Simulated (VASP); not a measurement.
# MgB4C (Cmmm) in VASP: relaxation of cell and atoms with PBE

Aim: the relaxation of cell and atoms of MgB4C with PBE.

All numbers are computed with VASP 6.6.1; they aren't measurements. Logs are shortened: lines on timing, memory, paths and dates and some standing lists are left out, and cuts for length are marked.

## (1) The cell of the first run

Symmetry: Cmmm, No. 65, orthorhombic system. The conventional cell has a = 5.711 Å, b = 6.059 Å, c = 3.382 Å, α = 90.00°, β = 90.00°, γ = 90.00°. Mg (site symmetry mmm) has 2 C at 1.69 Å and 4 B at 1.85 Å within 2.2 Å. B (site symmetry m) has 2 B at 1.60 to 1.78 Å and 1 C at 1.81 Å and 1 Mg at 1.85 Å within 2.1 Å. C (site symmetry mmm) has 2 Mg at 1.69 Å and 4 B at 1.81 Å within 2.2 Å.

The cell was generated, and may not be a known phase.

## (2) Relaxation of cell and atoms, PBE

File INCAR:

```
SYSTEM = MgB4C
PREC = Accurate ; ENCUT = 840
EDIFF = 1E-7 ; ISMEAR = 0
SIGMA = 0.1 ; LREAL = .FALSE.
LASPH = .TRUE. ; NELM = 120
ALGO = Normal ; ISIF = 3
LWAVE = .FALSE. ; LCHARG = .FALSE.
GGA = PE ; IBRION = 2
NSW = 90 ; EDIFFG = -0.04
GGA_COMPAT = .FALSE. ; NELMIN = 4
```

File KPOINTS:

```
regular mesh
0
G
  4 4 6
  0 0 0
```

File POSCAR:

```
MgB4C
1.0
    2.8554661400     -3.0296650600      0.0000000000
    2.8554661400      3.0296650600      0.0000000000
    0.0000000000      0.0000000000      3.3818994100
Mg B C
1 4 1
Direct
    0.0000000000      0.0000000000      0.5000000000
    0.7317628500      0.2682371500      0.7627508300
    0.2682371500      0.7317628500      0.7627508300
    0.7317628500      0.2682371500      0.2372491700
    0.2682371500      0.7317628500      0.2372491700
    0.0000000000      0.0000000000      0.0000000000
```

Potentials or basis: VASP PAW PBE potentials, release 64 (Mg_sv, B, C).

Run with:

```console
$ cat potpaw_PBE.64/Mg_sv/POTCAR potpaw_PBE.64/B/POTCAR potpaw_PBE.64/C/POTCAR > POTCAR
$ mpirun -np 1 vasp_std > vasp.out
```

OUTCAR:

```text
SYSTEM = MgB4C
   PREC = Accurate
   ENCUT = 840
   EDIFF = 1E-7
   ISMEAR = 0
   LREAL = .FALSE.
   LASPH = .TRUE.
   NELM = 120
   ISIF = 3
   GGA = PE
   IBRION = 2
   NSW = 90
   EDIFFG = -0.04
   NELMIN = 4

 ion  position               nearest neighbor table
   1  0.000  0.000  0.500-   6 1.69   6 1.69   4 1.85   5 1.85   2 1.85   3 1.85
   2  0.732  0.268  0.763-   4 1.60   4 1.78   6 1.81   1 1.85
   3  0.268  0.732  0.763-   5 1.60   5 1.78   6 1.81   1 1.85
   4  0.732  0.268  0.237-   2 1.60   2 1.78   6 1.81   1 1.85
   5  0.268  0.732  0.237-   3 1.60   3 1.78   6 1.81   1 1.85
   6  0.000  0.000  0.000-   1 1.69   1 1.69   3 1.81   4 1.81   5 1.81   2 1.81

  LATTYP: Found a base centered orthorhombic cell.
 ALAT       =     5.7109322800
 B/A-ratio  =     1.0610054231
 C/A-ratio  =     0.5921799181

  Lattice vectors:

 A1 = (   2.8554661400,  -3.0296650600,   0.0000000000)
 A2 = (   2.8554661400,   3.0296650600,   0.0000000000)
 A3 = (   0.0000000000,   0.0000000000,   3.3818994100)

Analysis of symmetry for initial positions (statically):
=====================================================================
 Subroutine PRICEL returns:
 Original cell was already a primitive cell.

 Routine SETGRP: Setting up the symmetry group for a
 base centered orthorhombic supercell.

 Subroutine GETGRP returns: Found  8 space group operations
 (whereof  8 operations were pure point group operations)
 out of a pool of  8 trial point group operations.

The static configuration has the point symmetry D_2h.

Analysis of symmetry for dynamics (positions and initial velocities):
=====================================================================
 Subroutine PRICEL returns:
 Original cell was already a primitive cell.

 Routine SETGRP: Setting up the symmetry group for a
 base centered orthorhombic supercell.

 Subroutine GETGRP returns: Found  8 space group operations
 (whereof  8 operations were pure point group operations)
 out of a pool of  8 trial point group operations.

The dynamic configuration has the point symmetry D_2h.

 Subroutine INISYM returns: Found  8 space group operations
 (whereof  8 operations are pure point group operations),
 and found     1 'primitive' translations

----------------------------------------------------------------------------------------

                                     Primitive cell

  volume of cell :      58.5143

  direct lattice vectors                    reciprocal lattice vectors
     2.855466140 -3.029665060  0.000000000     0.175102759 -0.165034745  0.000000000
     2.855466140  3.029665060  0.000000000     0.175102759  0.165034745  0.000000000
     0.000000000  0.000000000  3.381899410     0.000000000  0.000000000  0.295691822

  length of vectors
     4.163238794  4.163238794  3.381899410     0.240618876  0.240618876  0.295691822

  position of ions in fractional coordinates (direct lattice)
     0.000000000  0.000000000  0.500000000
     0.731762850  0.268237150  0.762750830
     0.268237150  0.731762850  0.762750830
     0.731762850  0.268237150  0.237249170
     0.268237150  0.731762850  0.237249170
     0.000000000  0.000000000  0.000000000

  ion indices of the primitive-cell ions
   primitive index   ion index
                 1           1
                 2           2
                 3           3
                 4           4
                 5           5
                 6           6

----------------------------------------------------------------------------------------

 KPOINTS: regular mesh

Automatic generation of k-mesh.
 Grid dimensions read from file:
 generate k-points for:    4    4    6

 Generating k-lattice:

  Cartesian coordinates                     Fractional coordinates (reciprocal lattice)
     0.043775690 -0.041258686  0.000000000     0.250000000  0.000000000  0.000000000
     0.043775690  0.041258686  0.000000000     0.000000000  0.250000000  0.000000000
     0.000000000  0.000000000  0.049281970     0.000000000  0.000000000  0.166666667

  Length of vectors
     0.060154719  0.060154719  0.049281970

  Shift w.r.t. Gamma in fractional coordinates (k-lattice)
     0.000000000  0.000000000  0.000000000

 Subroutine IBZKPT returns following result:
 ===========================================

 Found     28 irreducible k-points:

 Following reciprocal coordinates:
            Coordinates               Weight
  0.000000  0.000000  0.000000      1.000000
  0.250000 -0.000000  0.000000      4.000000
  0.500000 -0.000000  0.000000      2.000000
  0.250000  0.250000  0.000000      2.000000
  0.500000  0.250000  0.000000      4.000000
 -0.250000  0.250000  0.000000      2.000000
[... 16 lines left out ...]
  0.250000 -0.000000  0.500000      4.000000
  0.500000 -0.000000  0.500000      2.000000
 [... further k-points ...]
   k-points           NKPTS =     28   k-points in BZ     NKDIM =     28   number of bands    NBANDS=     17
   number of dos      NEDOS =    301   number of ions     NIONS =      6
   total plane-waves  NPLWV =  51200
   dimension x,y,z NGX =    40 NGY =   40 NGZ =   32
   dimension x,y,z NGXF=    80 NGYF=   80 NGZF=   64
   ions per type =               1   4   1
   NGX,Y,Z   is equivalent  to a cutoff of  15.97, 15.97, 15.73 a.u.
   NGXF,Y,Z  is equivalent  to a cutoff of  31.95, 31.95, 31.46 a.u.
 SYSTEM =  MgB4C
   PREC   = accura    normal or accurate (medium, high low for compatibility)
   ISTART =      0    job   : 0-new  1-cont  2-samecut
   ICHARG =      2    charge: 1-file 2-atom 10-const
   ISPIN  =      1    spin polarized calculation?
   LNONCOLLINEAR =      F non collinear calculations
   LSORBIT =      F    spin-orbit coupling
   LASPH  =      T    aspherical Exc in radial PAW
   ENCUT  =  840.0 eV  61.74 Ry    7.86 a.u.   9.84  9.84  7.99*2*pi/ulx,y,z
   NELM   =    120;   NELMIN=  4; NELMDL= -5     # of ELM steps
   EDIFF  = 0.1E-06   stopping-criterion for ELM
   LREAL  =      F    real-space projection
   EDIFFG = -.4E-01   stopping-criterion for IOM
   NSW    =     90    number of steps for IOM
   IBRION =      2    ionic relax: 0-MD 1-quasi-New 2-CG
   NFREE  =      1    steps in history (QN), initial steepest desc. (CG)
   ISIF   =      3    stress and relaxation
   ISYM   =      2    0-nonsym 1-usesym 2-fastsym
   POTIM  = 0.5000    time-step for ionic-motion
   TEBEG  =    0.0;   TEEND  =   0.0 temperature during run
   PSTRESS=    0.0 pullay stress
   NELECT =      26.0000    total number of electrons
   NUPDOWN=      -1.0000    fix difference up-down
   EMIN   =  10.00;   EMAX   =-10.00  energy-range for DOS
   EFERMI =   0.00;   METHOD = LEGACY
   ISMEAR =     0;   SIGMA  =   0.10  broadening in eV -4-tet -1-fermi 0-gaus
   EFERMI_NEDOS =   21; number of points for ismear=-14 and -15
   IALGO  =     38    algorithm
   IMIX   =      4    mixing-type and parameters
     AMIX     =   0.40;   BMIX     =  1.00
     AMIX_MAG =   1.60;   BMIX_MAG =  1.00
  volume/ion in A,a.u.               =       9.75        65.81
  Fermi-wavevector in a.u.,A,eV,Ry     =   1.249238  2.360717 21.233191  1.560596
  Thomas-Fermi vector in A             =   2.383288
   LORBIT       =      0    0 simple, 1 ext, 2 COOP (PROOUT), +10 PAW based schemes
   GGA     = PE    functional components
   LHFCALC =     F    Hartree Fock is set to
   AEXX    =    0.0000 exact exchange contribution
   IVDW    =     0    specifies the selected vdW correction
   LEPSILON=     F    determine dielectric tensor
   LRPA    =     F    only Hartree local field effects (RPA)
 conjugate gradient relaxation of ions
 non-spin polarized calculation
 Gauss-broadening in eV      SIGMA  =   0.10
  energy-cutoff  :      840.00
  volume of cell :       58.51
 maximum number of plane-waves:      3262
   NGX = 19   NGY = 19   NGZ = 15

--------------------------------------- Ionic step        1  -------------------------------------------

 number of electron      25.9999994 magnetization

 Free energy of the ion-electron system (eV)
  ---------------------------------------------------
  ext. energy  EPLUGINS =         0.00000000
  ---------------------------------------------------
  free energy    TOTEN  =       -24.56866726 eV

  energy without entropy =      -24.56204868  energy(sigma->0) =      -24.56535797

------------------------ aborting loop because EDIFF is reached ----------------------------------------

  FORCE on cell =-STRESS in cart. coord.  units (eV):
  Direction    XX          YY          ZZ          XY          YZ          ZX
  --------------------------------------------------------------------------------------
  -------------------------------------------------------------------------------------
  Total        1.9883475     20.0052924     24.6062149     -0.0000000      0.0000000      0.0000000
  in kB       54.4428119    547.7636021    673.7411609     -0.0000000      0.0000000      0.0000000
  external PRESSURE =     425.3158583 kB  Pullay stress =       0.0000000 kB
[... 101 lines left out ...]
  FREE ENERGIE OF THE ION-ELECTRON SYSTEM (eV)
  ---------------------------------------------------
  free  energy   TOTEN  =       -26.4953867709 eV

  energy  without entropy=      -26.4918115038  energy(sigma->0) =      -26.49359914

 E-fermi :   3.4429     XC(G=0):  -9.9848

 val. band max:        3.3586367209   @ k =   0.5000   0.5000   0.0000
 cond. band min:       3.4819080522   @ k =   0.5000  -0.0000   0.5000
 fundamental gap:      0.1232713313
 Fermi energy:         3.4429417521

 k-point     1 :       0.0000    0.0000    0.0000
  band No.  band energies     occupation
      1     -71.0043      2.00000
      2     -37.8278      2.00000
      3     -37.7801      2.00000
      4     -37.7503      2.00000
      5     -10.0097      2.00000
      6      -5.6420      2.00000
[... 9 lines left out ...]
     16       5.7672      0.00000
     17       5.7747      0.00000
[... 443 lines left out ...]
      1     -71.0044      2.00000
      2     -37.8268      2.00000
      3     -37.7841      2.00000
      4     -37.7496      2.00000
      5      -8.4648      2.00000
      6      -5.8886      2.00000
[... 9 lines left out ...]
     16       4.6963      0.00000
     17       5.7929      0.00000

 [... further k-points ...]

 E-fermi :   3.1944     XC(G=0):  -9.9372

 val. band max:        3.1220695347   @ k =  -0.2500   0.2500   0.1667
 cond. band min:       3.1991567861   @ k =   0.2500   0.2500   0.3333
 fundamental gap:      0.0770872514
 Fermi energy:         3.1944145833

 k-point     1 :       0.0000    0.0000    0.0000
  band No.  band energies     occupation
      1     -70.9870      2.00000
      2     -37.8015      2.00000
      3     -37.7619      2.00000
      4     -37.7395      2.00000
      5      -9.7703      2.00000
      6      -5.4020      2.00000
[... 9 lines left out ...]
     16       5.8357      0.00000
     17       6.1388      0.00000
[... 443 lines left out ...]
      1     -70.9871      2.00000
      2     -37.8005      2.00000
      3     -37.7658      2.00000
      4     -37.7387      2.00000
      5      -8.0182      2.00000
      6      -5.4743      2.00000
[... 9 lines left out ...]
     16       4.3472      0.00000
     17       5.6024      0.00000

 [... further k-points ...]

[... ionic steps 4 to 68 ...]

--------------------------------------- Ionic step       69  -------------------------------------------

 number of electron      26.0000010 magnetization

------------------------ aborting loop because EDIFF is reached ----------------------------------------

  FORCE on cell =-STRESS in cart. coord.  units (eV):
  Direction    XX          YY          ZZ          XY          YZ          ZX
  --------------------------------------------------------------------------------------
  -------------------------------------------------------------------------------------
  Total        0.3829381     -0.2736148      0.0924281     -0.0000000      0.0000000      0.0000000
  in kB       12.1706102     -8.6960771      2.9375672     -0.0000000      0.0000000      0.0000000
  external PRESSURE =       2.1373668 kB  Pullay stress =       0.0000000 kB
[... 65 lines left out ...]
  energy  without entropy=      -29.1091656872  energy(sigma->0) =      -29.11385878

--------------------------------------- Ionic step       71  -------------------------------------------

 number of electron      26.0000011 magnetization

 Free energy of the ion-electron system (eV)
  ---------------------------------------------------
  ext. energy  EPLUGINS =         0.00000000
  ---------------------------------------------------
  free energy    TOTEN  =       -29.11904831 eV

  energy without entropy =      -29.10963014  energy(sigma->0) =      -29.11433923

 E-fermi :   5.6942     XC(G=0): -11.6740

 val. band max:        5.6805901359   @ k =   0.5000  -0.0000   0.1667
 cond. band min:       5.7197031306   @ k =   0.2500  -0.0000   0.5000
 fundamental gap:      0.0391129947
 Fermi energy:         5.6942018728

 k-point     1 :       0.0000    0.0000    0.0000
  band No.  band energies     occupation
      1     -68.6733      2.00000
      2     -35.4434      2.00000
      3     -35.4424      2.00000
      4     -35.4334      2.00000
      5      -8.7880      2.00000
      6      -3.4897      2.00000
[... 9 lines left out ...]
     16       8.3324      0.00000
     17       9.8240      0.00000
[... 443 lines left out ...]
      1     -68.6660      2.00000
      2     -35.5109      2.00000
      3     -35.4337      2.00000
      4     -35.4267      2.00000
      5      -4.4981      2.00000
      6      -3.1543      2.00000
[... 9 lines left out ...]
     16       9.5145      0.00000
     17      10.8262      0.00000

 [... further k-points ...]

------------------------ aborting loop because EDIFF is reached ----------------------------------------

  FORCE on cell =-STRESS in cart. coord.  units (eV):
  Direction    XX          YY          ZZ          XY          YZ          ZX
  --------------------------------------------------------------------------------------
  -------------------------------------------------------------------------------------
  Total        0.1935979     -0.1522485      0.0258335      0.0000000      0.0000000      0.0000000
  in kB        6.1409062     -4.8293072      0.8194351      0.0000000      0.0000000      0.0000000
  external PRESSURE =       0.7103447 kB  Pullay stress =       0.0000000 kB
[... 21 lines left out ...]
  FREE ENERGIE OF THE ION-ELECTRON SYSTEM (eV)
  ---------------------------------------------------
  free  energy   TOTEN  =       -29.1190483116 eV

  energy  without entropy=      -29.1096301425  energy(sigma->0) =      -29.11433923

 reached required accuracy - stopping structural energy minimisation
```

It took 15 min on 1 thread of Intel Xeon 6975P-C (Granite Rapids), shared host; peak memory 0.27 GiB.

Results:

| Quantity | Value |
| --- | --- |
| Free energy | -29.1190 eV |
| Relaxed volume | 8.42 Å³/atom |
| Relaxed cell | a = 4.573 Å, b = 4.573 Å, c = 4.106 Å, α = 90.00°, β = 90.00°, γ = 143.96° |
| Space group after relaxing (to 0.1 Å) | Cmmm (No. 65) |
| Pressure after relaxing | 0.1 GPa |
| Largest force after relaxing | 0.017 eV/Å |
| Band gap on the k mesh | zero (bands 13 and 14 overlap by 2.48 eV) |

Forces on the atoms (eV/Å):
```
Mg   0.000  0.000  0.000
B    0.000  0.017  0.000
B    0.000 -0.017  0.000
B    0.000  0.017  0.000
B    0.000 -0.017  0.000
C    0.000  0.000  0.000
```

Stress tensor (GPa, compression positive):
```
 0.61  0.00  0.00
 0.00 -0.48  0.00
 0.00  0.00  0.08
```

Final structure:
```
CELL_PARAMETERS angstrom
1.41445 -4.34863 0.00000
1.41445 4.34863 0.00000
0.00000 0.00000 4.10589
ATOMIC_POSITIONS crystal
Mg 0.00000 0.00000 0.50000
B 0.69068 0.30933 0.76842
B 0.30933 0.69068 0.76842
B 0.69068 0.30933 0.23158
B 0.30933 0.69068 0.23158
C 0.00000 0.00000 0.00000
```

Levels at points of the mesh, in eV from the Fermi level:
```csv
k point,band 9,band 10,band 11,band 12,band 13,band 14,band 15,band 16,band 17
"(0.00, 0.00, 0.00)",-6.46,-1.85,-1.42,-0.18,0.53,0.63,0.91,2.64,4.13
"(0.50, 0.00, 0.00)",-3.82,-3.20,-2.98,-2.71,-1.93,-0.26,-0.05,1.07,2.80
"(0.50, 0.50, 0.00)",-4.55,-3.56,-2.02,-1.45,0.96,2.47,2.51,4.81,5.07
"(0.00, 0.00, 0.50)",-4.08,-3.93,-0.28,0.74,1.00,1.27,1.44,3.76,4.11
"(0.50, 0.00, 0.50)",-6.79,-5.50,-2.93,-2.86,-0.60,0.10,0.53,3.82,5.13
"(0.50, 0.50, 0.50)",-1.19,-1.04,0.10,0.65,0.68,1.59,2.09,2.81,4.75
```

Caveat: the k points lie up to 0.58 Å⁻¹ apart in the final cell, too coarse for converged energies and pressures of a metal; a cell axis changed by over 15 % at a fixed basis, so the end point is rough.

The gap in the log of VASP goes by the Fermi energy; the results here count the filled bands.